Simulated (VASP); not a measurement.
Input of a VASP 6.6.1 run:

The input POSCAR:

```
In
1.0
   -1.6254700000      1.6254700000      2.4737000000
    1.6254700000     -1.6254700000      2.4737000000
    1.6254700000      1.6254700000     -2.4737000000
In
1
Direct
    0.0000000000      0.0000000000      0.0000000000
```

Contents of INCAR.step1:

```
PREC = Accurate
ENCUT = 600
ISMEAR = -1
SIGMA = 0.05
LREAL = False
LASPH = True
NELM = 80
GGA = PE
ALGO = Normal
EDIFF = 1E-4
LWAVE = True
LCHARG = False
```

Contents of INCAR.step2:

```
PREC = Accurate
ENCUT = 600
EDIFF = 1E-7
ISMEAR = -1
SIGMA = 0.05
LREAL = False
LASPH = True
NELM = 80
ALGO = Normal
ISIF = 3
LWAVE = False
LCHARG = False
METAGGA = R2SCAN
LMIXTAU = True
IBRION = 2
NSW = 60
EDIFFG = -0.01
PSTRESS = 50.0
ISTART = 1
```

Contents of KPOINTS:

```
Automatic mesh
0
Gamma
  11 11 11
```

Potentials or basis: VASP PAW PBE potentials, release 64 (In_d).

Run with:

```bash
$ cat potpaw_PBE.64/In_d/POTCAR > POTCAR
$ cp INCAR.step1 INCAR
$ mpirun -np 1 vasp_std > vasp.out
$ cp INCAR.step2 INCAR
$ mpirun -np 1 vasp_std > vasp.out
```

Estimate the band gap on the k mesh.

zero (an odd number of electrons rules out a gap without spin polarisation).

Predict the relaxed cell.

a = 3.263 Å, b = 3.263 Å, c = 3.263 Å, α = 121.47°, β = 121.47°, γ = 87.47°.

Final structure:
```
In
1.0
    -1.59502    1.59502    2.35741
     1.59502   -1.59502    2.35741
     1.59502    1.59502   -2.35741
In
1
Cartesian
  0.0000 0.0000 0.0000
```

Caveat: spin-orbit coupling is left out, which moves the levels of the heavy elements.
